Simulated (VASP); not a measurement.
# TiO2 (P-3m1) in VASP: notebook

The runs below take TiO2 through single point, relaxation of cell and atoms, with PBEsol.

Program: VASP 6.6.1. These are calculated values, not measurements. Logs are shortened: lines on timing, memory, paths and dates and some standing lists are left out, and cuts for length are marked.

## 1. The cell of the first run

Symmetry: P-3m1, No. 164, trigonal system. The conventional cell has a = 3.028 Å, b = 3.028 Å, c = 4.914 Å, α = 90.00°, β = 90.00°, γ = 120.00°. Within 2.8 Å of Ti (site symmetry -3m) lie 6 O at 2.13 Å. Within 2.8 Å of O (site symmetry 3m) lie 3 Ti at 2.13 Å.

## 2. Single point, PBEsol, collinear spin, ferromagnetic start

INCAR

```
PREC     = Accurate       # precision mode
ENCUT    = 520            # plane-wave cutoff, eV
EDIFF    = 1E-6           # SCF threshold, eV
ISMEAR   = 0              # smearing method
SIGMA    = 0.1            # smearing width, eV
LREAL    = F              # projectors in reciprocal space
LASPH    = T              # aspherical terms in the spheres
NELM     = 150            # most SCF steps
ALGO     = Normal         # electronic algorithm
ISIF     = 2              # what is computed and relaxed
LWAVE    = F              # write WAVECAR
LCHARG   = F              # write CHGCAR
ISPIN    = 2              # spin polarisation
MAGMOM   = 1 0 0          # initial moments
LORBIT   = 11             # projections on sites
LMAXMIX  = 4              # l up to which the mixer works
GGA      = PS             # functional
NBANDS   = 23             # bands
```

KPOINTS

```
regular mesh
0
Gamma
  6 6 4
```

POSCAR

```
TiO2
1.0
    3.0277407991      0.0000000000      0.0000000000
   -1.5138703995      2.6221004481      0.0000000000
    0.0000000000      0.0000000000      4.9136360273
Ti O
1 2
Direct
    0.0000000000      0.0000000000      0.0000000000
    0.6666666667      0.3333333333      0.7531560895
    0.3333333333      0.6666666667      0.2468439105
```

Potentials or basis: VASP PAW PBE potentials, release 64 (Ti_sv, O).

The run is started by

```sh
> cat potpaw_PBE.64/Ti_sv/POTCAR potpaw_PBE.64/O/POTCAR > POTCAR
> mpirun -np 1 vasp_std > vasp.out
```

OUTCAR:

```text
PREC = Accurate
   ENCUT = 520
   EDIFF = 1E-6
   ISMEAR = 0
   LREAL = F
   LASPH = T
   NELM = 150
   ISIF = 2
   ISPIN = 2
   LORBIT = 11
   GGA = PS

 ion  position               nearest neighbor table
   1  0.000  0.000  0.000-   2 2.13   3 2.13   3 2.13   2 2.13   2 2.13   3 2.13
   2  0.667  0.333  0.753-   1 2.13   1 2.13   1 2.13
   3  0.333  0.667  0.247-   1 2.13   1 2.13   1 2.13

  LATTYP: Found a hexagonal cell.
 ALAT       =     3.0277407991
 C/A-ratio  =     1.6228720863

  Lattice vectors:

 A1 = (   3.0277407991,   0.0000000000,   0.0000000000)
 A2 = (  -1.5138703995,   2.6221004481,   0.0000000000)
 A3 = (   0.0000000000,   0.0000000000,   4.9136360273)

Analysis of symmetry for initial positions (statically):
=====================================================================
 Subroutine PRICEL returns:
 Original cell was already a primitive cell.

 Routine SETGRP: Setting up the symmetry group for a
 hexagonal supercell.

 Subroutine GETGRP returns: Found 12 space group operations
 (whereof 12 operations were pure point group operations)
 out of a pool of 24 trial point group operations.

The static configuration has the point symmetry D_3d.

Analysis of symmetry for dynamics (positions and initial velocities):
=====================================================================
 Subroutine PRICEL returns:
 Original cell was already a primitive cell.

 Routine SETGRP: Setting up the symmetry group for a
 hexagonal supercell.

 Subroutine GETGRP returns: Found 12 space group operations
 (whereof 12 operations were pure point group operations)
 out of a pool of 24 trial point group operations.

The dynamic configuration has the point symmetry D_3d.

Analysis of structural, dynamic, and magnetic symmetry:
=====================================================================
 Subroutine PRICEL returns:
 Original cell was already a primitive cell.

 Routine SETGRP: Setting up the symmetry group for a
 hexagonal supercell.

 Subroutine GETGRP returns: Found 12 space group operations
 (whereof 12 operations were pure point group operations)
 out of a pool of 24 trial point group operations.

The overall configuration has the point symmetry D_3d.

 Subroutine INISYM returns: Found 12 space group operations
 (whereof 12 operations are pure point group operations),
 and found     1 'primitive' translations
[... 118 lines left out ...]
  Fermi-wavevector in a.u.,A,eV,Ry     =   1.392371  2.631199 26.377567  1.938696
  Thomas-Fermi vector in A             =   2.516120
   LORBIT       =     11    0 simple, 1 ext, 2 COOP (PROOUT), +10 PAW based schemes
   GGA     = PS    functional components
   LHFCALC =     F    Hartree Fock is set to
   AEXX    =    0.0000 exact exchange contribution
   IVDW    =     0    specifies the selected vdW correction
   LEPSILON=     F    determine dielectric tensor
   LRPA    =     F    only Hartree local field effects (RPA)
 spin polarized calculation
 Gauss-broadening in eV      SIGMA  =   0.10
  energy-cutoff  :      520.00
  volume of cell :       39.01
 maximum number of plane-waves:      1087
 NGX is ok and might be reduce to    24
   NGX = 11   NGY = 11   NGZ = 19

 number of electron      24.0000007 magnetization       0.0000056

 number of electron      24.0000007 magnetization      -0.0000029

 Free energy of the ion-electron system (eV)
  ---------------------------------------------------
  ext. energy  EPLUGINS =         0.00000000
  ---------------------------------------------------
  free energy    TOTEN  =       -26.31175908 eV

  energy without entropy =      -26.31175908  energy(sigma->0) =      -26.31175908

 E-fermi :   2.4133     XC(G=0): -10.4517

 val. band max:        1.9808455111   @ k =   0.0000   0.0000   0.0000
 cond. band min:       3.5346230198   @ k =   0.5000   0.0000   0.5000
 fundamental gap:      1.5537775087
 Fermi energy:         2.4132961877

 spin component 1

 k-point     1 :       0.0000    0.0000    0.0000
  band No.  band energies     occupation
      1     -54.8247      1.00000
      2     -31.0849      1.00000
      3     -30.9161      1.00000
      4     -30.9161      1.00000
      5     -14.8762      1.00000
      6     -13.7240      1.00000
[... 613 lines left out ...]
     22      17.8043      0.00000
     23      17.8043      0.00000
 Fermi energy:         2.4132961877

 spin component 2

 k-point     1 :       0.0000    0.0000    0.0000
  band No.  band energies     occupation
      1     -54.8248      1.00000
      2     -31.0849      1.00000
      3     -30.9161      1.00000
      4     -30.9161      1.00000
      5     -14.8762      1.00000
      6     -13.7240      1.00000
[... 613 lines left out ...]
     22      17.8043      0.00000
     23      17.8043      0.00000

------------------------ aborting loop because EDIFF is reached ----------------------------------------

  FORCE on cell =-STRESS in cart. coord.  units (eV):
  Direction    XX          YY          ZZ          XY          YZ          ZX
  --------------------------------------------------------------------------------------
  -------------------------------------------------------------------------------------
  Total       -5.6728030     -5.6728030    -10.0970311     -0.0000000     -0.0000000     -0.0000000
  in kB     -232.9899998   -232.9899998   -414.6992740     -0.0000000     -0.0000000     -0.0000000
  external PRESSURE =    -293.5597578 kB  Pullay stress =       0.0000000 kB

 VOLUME and BASIS-vectors are now :
 -----------------------------------------------------------------------------
  energy-cutoff  :      520.00
  volume of cell :       39.01
      direct lattice vectors                 reciprocal lattice vectors
     3.027740799  0.000000000  0.000000000     0.330279263  0.190686821  0.000000000
    -1.513870400  2.622100448  0.000000000     0.000000000  0.381373643  0.000000000
     0.000000000  0.000000000  4.913636027     0.000000000  0.000000000  0.203515278

 POSITION                                       TOTAL-FORCE (eV/Angst)
 -----------------------------------------------------------------------------------
      0.00000      0.00000      0.00000        -0.000000      0.000000      0.000000
      1.51387      0.87403      3.70073         0.000000     -0.000000      4.272753
     -0.00000      1.74807      1.21290        -0.000000      0.000000     -4.272753
 -----------------------------------------------------------------------------------
    total drift:                                0.000000     -0.000000     -0.000000

  FREE ENERGIE OF THE ION-ELECTRON SYSTEM (eV)
  ---------------------------------------------------
  free  energy   TOTEN  =       -26.3117590833 eV

  energy  without entropy=      -26.3117590832  energy(sigma->0) =      -26.31175908

 total charge

# of ion       s       p       d       tot
------------------------------------------
    1        2.179   6.195   1.623   9.998
    2        1.578   3.300   0.000   4.878
    3        1.578   3.300   0.000   4.878
--------------------------------------------------
tot          5.335  12.795   1.623  19.754

 magnetization (x)

# of ion       s       p       d       tot
------------------------------------------
    1       -0.000   0.000  -0.000  -0.000
    2       -0.000  -0.000   0.000  -0.000
    3       -0.000  -0.000   0.000  -0.000
--------------------------------------------------
tot         -0.000  -0.000  -0.000  -0.000
```

stdout:

```text
POSCAR found type information on POSCAR TiO
 POSCAR found :  2 types and       3 ions
 scaLAPACK will be used
 -----------------------------------------------------------------------------
|                                                                             |
|                                                                             |
|     You enforced a specific xc type in the INCAR file but a different       |
|     I HOPE YOU KNOW WHAT YOU ARE DOING!                                     |
|                                                                             |
 -----------------------------------------------------------------------------

 LDA part: xc-table for (Slater+PW92), standard interpolation
 POSCAR, INCAR and KPOINTS ok, starting setup
 FFT: planning ... GRIDC
 FFT: planning ... GRID_SOFT
 FFT: planning ... GRID
 WAVECAR not read
 entering main loop
```

It took 23 s on 1 thread of Intel Xeon Platinum 8559C (Emerald Rapids), shared host; peak memory 0.19 GiB.

What came out:

```
Free energy                                           : -26.3118 eV
Pressure                                              : -29.4 GPa
Largest force                                         : 4.273 eV/Å
Band gap on the k mesh                                : 1.55 eV, indirect (least direct gap 2.02 eV)
Net moment                                            : 0.00 μB per cell
Valence electrons inside the program's atomic spheres : Ti 10.00; O 4.88
```

Forces on the atoms (eV/Å):
```
Ti   0.000  0.000  0.000
O    0.000  0.000  4.273
O    0.000  0.000 -4.273
```

Levels at points of the mesh, in eV from the valence-band top:
Spin up:
```
           k point  band 9  band 10  band 11  band 12  band 13  band 14  band 15  band 16
(0.00, 0.00, 0.00)   -2.45    -0.14    -0.14     0.00     2.02     2.02     2.71     4.70
(0.50, 0.00, 0.00)   -2.16    -2.16    -1.37    -0.98     1.63     3.08     3.34     4.92
(0.00, 0.00, 0.50)   -2.41    -1.44    -0.23    -0.23     2.01     2.01     2.90     4.78
(0.50, 0.00, 0.50)   -2.29    -1.98    -0.79    -0.61     1.55     3.08     3.32     4.91
```
Spin down:
```tsv
k point	band 8	band 9	band 10	band 11	band 12	band 13	band 14	band 15	band 16	band 17
(0.00, 0.00, 0.00)	-2.45	-2.45	-0.14	-0.14	0.00	2.02	2.02	2.71	4.70	4.70
(0.50, 0.00, 0.00)	-2.27	-2.16	-2.16	-1.37	-0.98	1.63	3.08	3.34	4.92	5.04
(0.00, 0.00, 0.50)	-2.41	-2.41	-1.44	-0.23	-0.23	2.01	2.01	2.90	4.78	4.78
(0.50, 0.00, 0.50)	-2.81	-2.29	-1.98	-0.79	-0.61	1.55	3.08	3.32	4.91	4.94
```

Caveat: the PAW data sets were made with another functional, which shifts forces and pressure a little.

## 3. Single point, PBEsol

This run uses another cell than the first one, of 12.74 Å³/atom, 0.980 times its volume.

INCAR

```
SYSTEM = TiO2
ALGO = Normal
EDIFF = 1E-6
ENCUT = 520
GGA = PS
ISIF = 2
ISMEAR = 0
LASPH = .TRUE.
LCHARG = .TRUE.
LELF = .TRUE.
LREAL = .FALSE.
LVHAR = .TRUE.
LWAVE = .FALSE.
NBANDS = 19
NELM = 80
PREC = Accurate
SIGMA = 0.02
```

KPOINTS

```
k-points
0
G
  12 12 6
  0 0 0
```

POSCAR

```
TiO2
1.0
    2.9581175975      0.0000000000      0.0000000000
   -1.4790587987      2.5618049868      0.0000000000
    0.0000000000      0.0000000000      5.0438106195
Ti O
1 2
Direct
    0.0000000000      0.0000000000      0.0000000000
    0.6666666667      0.3333333333      0.8095841832
    0.3333333333      0.6666666667      0.1904158168
```

Potentials or basis: VASP PAW PBE potentials, release 64 (Ti_sv, O).

The run is started by

```sh
> cat potpaw_PBE.64/Ti_sv/POTCAR potpaw_PBE.64/O/POTCAR > POTCAR
> mpirun -np 1 vasp_std > vasp.out
```

Run time: 32 s. Hardware: 1 thread of Intel Xeon Platinum 8559C (Emerald Rapids), shared host; peak memory 0.2 GiB.

It converged, with:

```yaml
Free_energy: -27.6505 eV
Pressure: 0.7 GPa
Largest_force: 0.058 eV/Å
Band_gap_on_the_k_mesh: 2.65 eV, indirect (least direct gap 2.92 eV)
```

Forces on the atoms (eV/Å):
```
Ti   0.000  0.000  0.000
O    0.000  0.000 -0.058
O    0.000  0.000  0.058
```

Stress tensor (GPa, compression positive):
```
0.81 0.00 0.00
0.00 0.81 0.00
0.00 0.00 0.37
```

Levels at points of the mesh, in eV from the valence-band top:
```csv
k point,band 9,band 10,band 11,band 12,band 13,band 14,band 15,band 16
"(0.00, 0.00, 0.00)",-3.84,-0.39,-0.26,-0.26,2.66,2.66,4.43,7.02
"(0.50, 0.00, 0.00)",-2.62,-1.93,-1.33,-0.95,2.91,3.77,3.85,6.53
"(0.00, 0.00, 0.50)",-3.64,-1.20,-0.28,-0.28,2.65,2.65,4.49,7.05
"(0.50, 0.00, 0.50)",-2.82,-1.80,-1.29,-0.61,2.89,3.77,3.85,6.51
```

Caveat: the PAW data sets were made with another functional, which shifts forces and pressure a little.

(Continued in part 2 of 2.)
